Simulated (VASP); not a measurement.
A run of VASP 6.6.1 is set up as follows.

Contents of POSCAR:

```
Os
1.0
    0.0000000000      1.9450000000      2.0033500000
    1.9450000000      0.0000000000      2.0033500000
    1.9450000000      1.9450000000      0.0000000000
Os
1
Direct
    0.0000000000      0.0000000000      0.0000000000
```

The input INCAR.step1:

```
SYSTEM = Os
PREC = Accurate
ENCUT = 520
ISMEAR = 0
SIGMA = 0.15
LREAL = .False.
LASPH = .True.
NELM = 100
NBANDS = 10
GGA = PE
ALGO = Normal
EDIFF = 1E-4
LWAVE = .True.
LCHARG = .False.
```

The input INCAR.step2:

```
SYSTEM = Os
PREC = Accurate
ENCUT = 520
EDIFF = 1E-7
ISMEAR = 0
SIGMA = 0.15
LREAL = .False.
LASPH = .True.
NELM = 100
ALGO = Normal
ISIF = 2
LWAVE = .False.
LCHARG = .False.
METAGGA = R2SCAN
LMIXTAU = .True.
NBANDS = 10
ISTART = 1
```

KPOINTS

```
regular mesh
0
Gamma
  20 20 20
  0 0 0
```

Potentials or basis: VASP PAW PBE potentials, release 64 (Os).

Run with:

```bash
$ cat potpaw_PBE.64/Os/POTCAR > POTCAR
$ cp INCAR.step1 INCAR
$ mpirun -np 1 vasp_std > vasp.out
$ cp INCAR.step2 INCAR
$ mpirun -np 1 vasp_std > vasp.out
```

(1) Predict the band gap on the k mesh.

(2) What does it give for the pressure?

Results:

(1) zero (band 4 reaches 10.43 eV, above the bottom of band 5 at 6.59 eV).

(2) -25.6 GPa.

Caveat: the cell differs from its parent crystal (strain +0.000 along x and y, +0.030 along z); the PAW data sets were made with another functional, which shifts forces and pressure a little; spin-orbit coupling is left out, which moves the levels of the heavy elements.
